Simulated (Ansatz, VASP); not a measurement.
InP in VASP and in Ansatz

INCAR

```
SYSTEM = InP
  ALGO = Normal
  EDIFF = 1E-7
  ENCUT = 520
  GGA = PE
  ISIF = 2
  ISMEAR = -1
  LASPH = .TRUE.
  LCHARG = .FALSE.
  LREAL = .FALSE.
  LWAVE = .FALSE.
  NBANDS = 16
  NELM = 100
  PREC = Accurate
  SIGMA = 0.1
```

KPOINTS

```
k-points
0
G
  11 11 11
  0 0 0
```

Contents of POSCAR:

```
InP
1.0
    0.0000000000      2.8556221870      2.8556221870
    2.8556221870      0.0000000000      2.8556221870
    2.8556221870      2.8556221870      0.0000000000
In P
1 1
Direct
    0.0000000000      0.0000000000      0.0000000000
    0.2500000000      0.2500000000      0.2500000000
```

Input for Ansatz:

```yaml
crystal:
  lattice:
    - [0.0, 2.855622187, 2.855622187]
    - [2.855622187, 0.0, 2.855622187]
    - [2.855622187, 2.855622187, 0.0]
  atoms:
    - { symbol: In, position: [0.0, 0.0, 0.0] }
    - { symbol: P, position: [0.25, 0.25, 0.25] }
kpoints:
  mp_grid: { grid: [11, 11, 11] }
scf:
  occupations: { method: fermi_dirac, width: 0.1 }
hamiltonian:
  xc: pbe
  pseudopotentials: { kind: paw }
output:
  forces: true
  stress: true
  eigenvalues: true
  populations: true
```

Change from the starting cell: volume scaled by 0.88, PAW files.

Alike in both runs: task single point; functional PBE; k mesh 11 × 11 × 11; occupations fermi-dirac, width 0.1 eV; no spin polarisation.

|  | VASP | Ansatz |
| --- | --- | --- |
| version | VASP 6.6.1 | Ansatz 0.2.0 |
| potentials or method | VASP PAW PBE potentials, release 64 (In_d, P) | PAW with Ansatz's default frozen-core files, scalar-relativistic |
| plane-wave cutoff (eV) | 520 | 420 |
| valence electrons in the cell | 18 | 18 |

|  | VASP | Ansatz | Ansatz less VASP |
| --- | --- | --- | --- |
| pressure (GPa) | 10.1 | 10.2 | +0.09 |

The functional is the same, so the differences come from potentials, cutoffs and numerics.
